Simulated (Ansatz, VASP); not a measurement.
Na2Os in VASP and in Ansatz

Contents of INCAR:

```
SYSTEM = Na2Os
PREC = Accurate ; ENCUT = 600
EDIFF = 1E-6 ; ISMEAR = 0
SIGMA = 0.1 ; LREAL = .FALSE.
LASPH = .TRUE. ; NELM = 80
ALGO = Normal ; ISIF = 3
LWAVE = .FALSE. ; LCHARG = .FALSE.
GGA = PE ; IBRION = 2
NSW = 90 ; EDIFFG = -0.04
```

The input KPOINTS:

```
regular mesh
0
G
  6 6 4
  0 0 0
```

POSCAR

```
Na2Os
1.0
    3.8004581528      0.0000000000      0.0000000000
   -1.9002290764      3.2912933064      0.0000000000
    0.0000000000      0.0000000000      4.1034847165
Na Os
2 1
Direct
    0.3333333333      0.6666666667      0.5000000000
    0.6666666667      0.3333333333      0.5000000000
    0.0000000000      0.0000000000      0.0000000000
```

Input for Ansatz:

```yaml
crystal:
  lattice:
    - [3.8004581528, 0.0, 0.0]
    - [-1.9002290764, 3.2912933064, 0.0]
    - [0.0, 0.0, 4.1034847165]
  atoms:
    - { symbol: Na, position: [0.3333333333, 0.6666666667, 0.5] }
    - { symbol: Na, position: [0.6666666667, 0.3333333333, 0.5] }
    - { symbol: Os, position: [0.0, 0.0, 0.0] }
basis:
  ecutwfc: 420
kpoints:
  mp_grid: { grid: [6, 6, 4] }
hamiltonian:
  xc: pbe
scf:
  occupations: { method: gaussian, width: 0.1 }
  lower_state_search: "off"
output:
  forces: true
  stress: true
  eigenvalues: true
relax:
  adjacent_minimum: "off"
  f_tol: 0.04
  max_steps: 70
  cell: { stress_tol: 0.4 }
```

Alike in both runs: task relaxation of cell and atoms; functional PBE; k mesh 6 × 6 × 4; occupations gaussian, width 0.1 eV; no spin polarisation.

```csv
,VASP,Ansatz
version,VASP 6.6.1,Ansatz 0.2.0
potentials or method,"VASP PAW PBE potentials, release 64 (Na_pv, Os), cutoff 600 eV","scalar-relativistic, plane waves, PAW"
valence electrons in the cell,22,34
```

Ansatz gave:

```
gap on the k mesh at the Fermi level, each at its own relaxed structure (eV)  : none
relaxed volume (Å³/atom)                                                      : 19.10
relaxed length of the cell vector where the two differ most in proportion (Å) : 5.127
```

Q: What did VASP give for the same quantities?

A: gap on the k mesh at the Fermi level, each at its own relaxed structure (eV): none; relaxed volume (Å³/atom): 19.11; relaxed length of the cell vector where the two differ most in proportion (Å): 5.130.

A gap of «none» marks a metal or a gap that the smearing closes. VASP's potentials hold 22 valence electrons a cell and Ansatz's 34, so a difference there can come from the potentials and not from the codes.

The k mesh is coarse, so the values compare programs but aren't converged. Neither program's run includes spin-orbit coupling.
